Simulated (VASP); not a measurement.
# TiH5 (Cmmm) in VASP: single point with PBE

Aim: the single point of TiH5 with PBE.

Program: VASP 6.6.1. These are calculated values, not measurements. Logs are shortened: lines on timing, memory, paths and dates and some standing lists are left out, and cuts for length are marked.

## (1) The cell of the first run

The structure is orthorhombic, space group Cmmm (No. 65). The conventional cell has a = 3.077 Å, b = 6.560 Å, c = 3.050 Å, α = 90.00°, β = 90.00°, γ = 90.00°. Ti (site symmetry mmm) has 14 H at 1.82 to 2.17 Å within 2.4 Å. H (site symmetry m2m) has 10 H at 1.72 to 2.18 Å and 3 Ti at 1.99 to 2.02 Å within 2.3 Å. H (site symmetry mmm) has 10 H at 1.83 to 2.28 Å and 4 Ti at 2.17 Å within 2.4 Å. H (site symmetry m2m) has 2 Ti at 1.82 Å and 12 H at 1.83 to 2.28 Å within 2.4 Å.

The cell was built from a structure type or drawn by symmetry, and may not be a known phase.

## (2) Single point, PBE

Input file INCAR:

```
PREC = Accurate
ENCUT = 500
EDIFF = 1E-6
ISMEAR = 0
SIGMA = 0.2
LREAL = F
LASPH = T
NELM = 120
ALGO = Normal
ISIF = 2
LWAVE = F
LCHARG = T
GGA = PE
LELF = T
LVHAR = T
NBANDS = 18
GGA_COMPAT = F
```

Input file KPOINTS:

```
Automatic mesh
0
Gamma
  5 5 5
```

Input file POSCAR:

```
TiH5
1.0
    1.5383332404     -3.2798916217      0.0000000000
    1.5383332404      3.2798916217      0.0000000000
    0.0000000000      0.0000000000      3.0502466691
Ti H
1 5
Direct
    0.0000000000      0.0000000000      0.0000000000
    0.3081708338      0.6918291662      0.0000000000
    0.6918291662      0.3081708338      0.0000000000
    0.5000000000      0.5000000000      0.5000000000
    0.8482034690      0.1517965310      0.5000000000
    0.1517965310      0.8482034690      0.5000000000
```

Potentials or basis: VASP PAW PBE potentials, release 64 (Ti_sv, H).

Command:

```console
$ cat potpaw_PBE.64/Ti_sv/POTCAR potpaw_PBE.64/H/POTCAR > POTCAR
$ mpirun -np 1 vasp_std > vasp.out
```

OUTCAR:

```text
PREC = Accurate
   ENCUT = 500
   EDIFF = 1E-6
   ISMEAR = 0
   LREAL = F
   LASPH = T
   NELM = 120
   ISIF = 2
   GGA = PE

 ion  position               nearest neighbor table
   1  0.000  0.000  0.000-   5 1.82   6 1.82   5 1.82   6 1.82
   2  0.308  0.692  0.000-
   3  0.692  0.308  0.000-
   4  0.500  0.500  0.500-
   5  0.848  0.152  0.500-   1 1.82   1 1.82
   6  0.152  0.848  0.500-   1 1.82   1 1.82

  LATTYP: Found a base centered orthorhombic cell.
 ALAT       =     3.0766664808
 B/A-ratio  =     2.1321073585
 C/A-ratio  =     0.9914128451

  Lattice vectors:

 A1 = (   1.5383332404,  -3.2798916217,   0.0000000000)
 A2 = (   1.5383332404,   3.2798916217,   0.0000000000)
 A3 = (   0.0000000000,   0.0000000000,   3.0502466691)

Analysis of symmetry for initial positions (statically):
=====================================================================
 Subroutine PRICEL returns:
 Original cell was already a primitive cell.

 Routine SETGRP: Setting up the symmetry group for a
 base centered orthorhombic supercell.

 Subroutine GETGRP returns: Found  8 space group operations
 (whereof  8 operations were pure point group operations)
 out of a pool of  8 trial point group operations.

The static configuration has the point symmetry D_2h.

Analysis of symmetry for dynamics (positions and initial velocities):
=====================================================================
 Subroutine PRICEL returns:
 Original cell was already a primitive cell.

 Routine SETGRP: Setting up the symmetry group for a
 base centered orthorhombic supercell.

 Subroutine GETGRP returns: Found  8 space group operations
 (whereof  8 operations were pure point group operations)
 out of a pool of  8 trial point group operations.

The dynamic configuration has the point symmetry D_2h.

 Subroutine INISYM returns: Found  8 space group operations
 (whereof  8 operations are pure point group operations),
 and found     1 'primitive' translations

----------------------------------------------------------------------------------------

                                     Primitive cell

  volume of cell :      30.7804

  direct lattice vectors                    reciprocal lattice vectors
     1.538333240 -3.279891622  0.000000000     0.325027105 -0.152444061  0.000000000
     1.538333240  3.279891622  0.000000000     0.325027105  0.152444061  0.000000000
     0.000000000  0.000000000  3.050246669     0.000000000  0.000000000  0.327842338

  length of vectors
     3.622728006  3.622728006  3.050246669     0.359001130  0.359001130  0.327842338

  position of ions in fractional coordinates (direct lattice)
     0.000000000  0.000000000  0.000000000
     0.308170834  0.691829166  0.000000000
     0.691829166  0.308170834  0.000000000
     0.500000000  0.500000000  0.500000000
     0.848203469  0.151796531  0.500000000
     0.151796531  0.848203469  0.500000000

  ion indices of the primitive-cell ions
   primitive index   ion index
                 1           1
                 2           2
                 3           3
                 4           4
                 5           5
                 6           6

----------------------------------------------------------------------------------------

 KPOINTS: Automatic mesh

Automatic generation of k-mesh.
 Grid dimensions read from file:
 generate k-points for:    5    5    5

 Generating k-lattice:

  Cartesian coordinates                     Fractional coordinates (reciprocal lattice)
     0.065005421 -0.030488812  0.000000000     0.200000000  0.000000000  0.000000000
     0.065005421  0.030488812  0.000000000     0.000000000  0.200000000  0.000000000
     0.000000000  0.000000000  0.065568468     0.000000000  0.000000000  0.200000000

  Length of vectors
     0.071800226  0.071800226  0.065568468

  Shift w.r.t. Gamma in fractional coordinates (k-lattice)
     0.000000000  0.000000000  0.000000000

 Subroutine IBZKPT returns following result:
 ===========================================

 Found     27 irreducible k-points:

 Following reciprocal coordinates:
            Coordinates               Weight
  0.000000  0.000000  0.000000      1.000000
  0.200000  0.000000  0.000000      4.000000
  0.400000  0.000000  0.000000      4.000000
  0.200000  0.200000  0.000000      2.000000
  0.400000  0.200000  0.000000      4.000000
 -0.400000  0.200000  0.000000      4.000000
[... 16 lines left out ...]
  0.400000  0.200000  0.400000      8.000000
 -0.400000  0.200000  0.400000      8.000000
 [... further k-points ...]
   k-points           NKPTS =     27   k-points in BZ     NKDIM =     27   number of bands    NBANDS=     18
   number of dos      NEDOS =    301   number of ions     NIONS =      6
   total plane-waves  NPLWV =  18816
   dimension x,y,z NGX =    28 NGY =   28 NGZ =   24
   dimension x,y,z NGXF=    56 NGYF=   56 NGZF=   48
   ions per type =               1   5
   NGX,Y,Z   is equivalent  to a cutoff of  12.85, 12.85, 13.08 a.u.
   NGXF,Y,Z  is equivalent  to a cutoff of  25.70, 25.70, 26.16 a.u.
 SYSTEM =  unknown system
   PREC   = accura    normal or accurate (medium, high low for compatibility)
   ISTART =      0    job   : 0-new  1-cont  2-samecut
   ICHARG =      2    charge: 1-file 2-atom 10-const
   ISPIN  =      1    spin polarized calculation?
   LNONCOLLINEAR =      F non collinear calculations
   LSORBIT =      F    spin-orbit coupling
   LASPH  =      T    aspherical Exc in radial PAW
   ENCUT  =  500.0 eV  36.75 Ry    6.06 a.u.   6.61  6.61  5.56*2*pi/ulx,y,z
   NELM   =    120;   NELMIN=  2; NELMDL= -5     # of ELM steps
   EDIFF  = 0.1E-05   stopping-criterion for ELM
   LREAL  =      F    real-space projection
   EDIFFG = 0.1E-04   stopping-criterion for IOM
   NSW    =      0    number of steps for IOM
   IBRION =     -1    ionic relax: 0-MD 1-quasi-New 2-CG
   NFREE  =      0    steps in history (QN), initial steepest desc. (CG)
   ISIF   =      2    stress and relaxation
   ISYM   =      2    0-nonsym 1-usesym 2-fastsym
   POTIM  = 0.5000    time-step for ionic-motion
   TEBEG  =    0.0;   TEEND  =   0.0 temperature during run
   PSTRESS=    0.0 pullay stress
   NELECT =      17.0000    total number of electrons
   NUPDOWN=      -1.0000    fix difference up-down
   EMIN   =  10.00;   EMAX   =-10.00  energy-range for DOS
   EFERMI =   0.00;   METHOD = LEGACY
   ISMEAR =     0;   SIGMA  =   0.20  broadening in eV -4-tet -1-fermi 0-gaus
   EFERMI_NEDOS =   21; number of points for ismear=-14 and -15
   IALGO  =     38    algorithm
   IMIX   =      4    mixing-type and parameters
     AMIX     =   0.40;   BMIX     =  1.00
     AMIX_MAG =   1.60;   BMIX_MAG =  1.00
  volume/ion in A,a.u.               =       5.13        34.62
  Fermi-wavevector in a.u.,A,eV,Ry     =   1.343176  2.538234 24.546558  1.804121
  Thomas-Fermi vector in A             =   2.471271
   LORBIT       =      0    0 simple, 1 ext, 2 COOP (PROOUT), +10 PAW based schemes
   GGA     = PE    functional components
   LHFCALC =     F    Hartree Fock is set to
   AEXX    =    0.0000 exact exchange contribution
   IVDW    =     0    specifies the selected vdW correction
   LEPSILON=     F    determine dielectric tensor
   LRPA    =     F    only Hartree local field effects (RPA)
 non-spin polarized calculation
 Gauss-broadening in eV      SIGMA  =   0.20
  energy-cutoff  :      500.00
  volume of cell :       30.78
 maximum number of plane-waves:       793
 NGX is ok and might be reduce to    28
   NGX = 13   NGY = 13   NGZ = 11

 number of electron      17.0000001 magnetization

 Free energy of the ion-electron system (eV)
  ---------------------------------------------------
  ext. energy  EPLUGINS =         0.00000000
  ---------------------------------------------------
  free energy    TOTEN  =       -24.10823082 eV

  energy without entropy =      -24.10210011  energy(sigma->0) =      -24.10516546

 E-fermi :   5.6837     XC(G=0): -11.3383

 val. band max:        5.2081602411   @ k =  -0.4000   0.2000   0.0000
 cond. band min:       5.8100675279   @ k =   0.2000   0.2000   0.0000
 fundamental gap:      0.6019072868
 Fermi energy:         5.6837241342

 k-point     1 :       0.0000    0.0000    0.0000
  band No.  band energies     occupation
      1     -51.5505      2.00000
      2     -27.8303      2.00000
      3     -27.7118      2.00000
      4     -27.6312      2.00000
      5      -6.0784      2.00000
      6       1.0144      2.00000
[... 10 lines left out ...]
     17      19.1883      0.00000
     18      19.2592      0.00000

 k-point     2 :       0.2000    0.0000    0.0000
  band No.  band energies     occupation
      1     -51.5415      2.00000
      2     -27.8383      2.00000
      3     -27.7962      2.00000
      4     -27.6234      2.00000
      5      -5.2937      2.00000
      6       1.3432      2.00000
[... 10 lines left out ...]
     17      19.8167      0.00000
     18      21.5727      0.00000

 k-point     3 :       0.4000    0.0000    0.0000
  band No.  band energies     occupation
      1     -51.5269      2.00000
      2     -27.9420      2.00000
      3     -27.8391      2.00000
      4     -27.6107      2.00000
      5      -3.1861      2.00000
      6      -0.3663      2.00000
[... 10 lines left out ...]
     17      19.4192      0.00000
     18      21.8999      0.00000

 k-point     4 :       0.2000    0.2000    0.0000
  band No.  band energies     occupation
      1     -51.5276      2.00000
      2     -27.9351      2.00000
      3     -27.8345      2.00000
      4     -27.6114      2.00000
      5      -3.6439      2.00000
      6       0.4334      2.00000
[... 375 lines left out ...]
      4     -27.7988      2.00000
      5      -1.5501      2.00000
      6       0.6772      2.00000
[... 10 lines left out ...]
     17      15.9643      0.00000
     18      18.9327      0.00000

 k-point    23 :       0.4000    0.2000    0.4000
  band No.  band energies     occupation
      1     -51.5017      2.00000
      2     -27.9069      2.00000
      3     -27.8645      2.00000
      4     -27.8222      2.00000
      5      -0.4781      2.00000
      6       0.2637      2.00000
[... 10 lines left out ...]
     17      19.7199      0.00000
     18      20.2344      0.00000

 k-point    24 :      -0.4000    0.2000    0.4000
  band No.  band energies     occupation
      1     -51.5140      2.00000
      2     -27.8839      2.00000
      3     -27.8451      2.00000
      4     -27.7748      2.00000
      5      -2.1103      2.00000
      6       0.0112      2.00000
[... 10 lines left out ...]
     17      19.6352      0.00000
     18      21.1711      0.00000

 [... further k-points ...]

------------------------ aborting loop because EDIFF is reached ----------------------------------------

  FORCE on cell =-STRESS in cart. coord.  units (eV):
  Direction    XX          YY          ZZ          XY          YZ          ZX
  --------------------------------------------------------------------------------------
  -------------------------------------------------------------------------------------
  Total       -0.1179339     -0.0820974     -0.0755353      0.0000000      0.0000000      0.0000000
  in kB       -6.1386695     -4.2733173     -3.9317501      0.0000000      0.0000000      0.0000000
  external PRESSURE =      -4.7812456 kB  Pullay stress =       0.0000000 kB

 VOLUME and BASIS-vectors are now :
 -----------------------------------------------------------------------------
  energy-cutoff  :      500.00
  volume of cell :       30.78
      direct lattice vectors                 reciprocal lattice vectors
     1.538333240 -3.279891622  0.000000000     0.325027105 -0.152444061  0.000000000
     1.538333240  3.279891622  0.000000000     0.325027105  0.152444061  0.000000000
     0.000000000  0.000000000  3.050246669     0.000000000  0.000000000  0.327842338

 POSITION                                       TOTAL-FORCE (eV/Angst)
 -----------------------------------------------------------------------------------
      0.00000      0.00000      0.00000         0.000000      0.000000      0.000000
      1.53833      1.25836      0.00000         0.000000      0.000097      0.000000
      1.53833     -1.25836      0.00000         0.000000     -0.000097      0.000000
      1.53833      0.00000      1.52512         0.000000      0.000000      0.000000
      1.53833     -2.28414      1.52512         0.000000      0.017357      0.000000
      1.53833      2.28414      1.52512         0.000000     -0.017357     -0.000000
 -----------------------------------------------------------------------------------
    total drift:                               -0.000000      0.000000      0.000000

  FREE ENERGIE OF THE ION-ELECTRON SYSTEM (eV)
  ---------------------------------------------------
  free  energy   TOTEN  =       -24.1082308196 eV

  energy  without entropy=      -24.1021001071  energy(sigma->0) =      -24.10516546
```

It took 24 s on 1 thread of Intel Xeon 8259CL, shared host; peak memory 0.15 GiB.

Results:

| Item | Value |
| --- | --- |
| Free energy | -24.1082 eV |
| Pressure | -0.5 GPa |
| Largest force | 0.017 eV/Å |
| Band gap on the k mesh | zero (an odd number of electrons rules out a gap without spin polarisation) |

Forces in eV/Å, atoms in the order of the input:
```
Ti   0.000  0.000  0.000
H    0.000  0.000  0.000
H    0.000  0.000  0.000
H    0.000  0.000  0.000
H    0.000  0.017  0.000
H    0.000 -0.017  0.000
```

Stress tensor (GPa, compression positive):
```
-0.61  0.00  0.00
 0.00 -0.43  0.00
 0.00  0.00 -0.39
```

Caveat: the k points lie up to 0.45 Å⁻¹ apart, too coarse for converged energies and pressures of a metal.
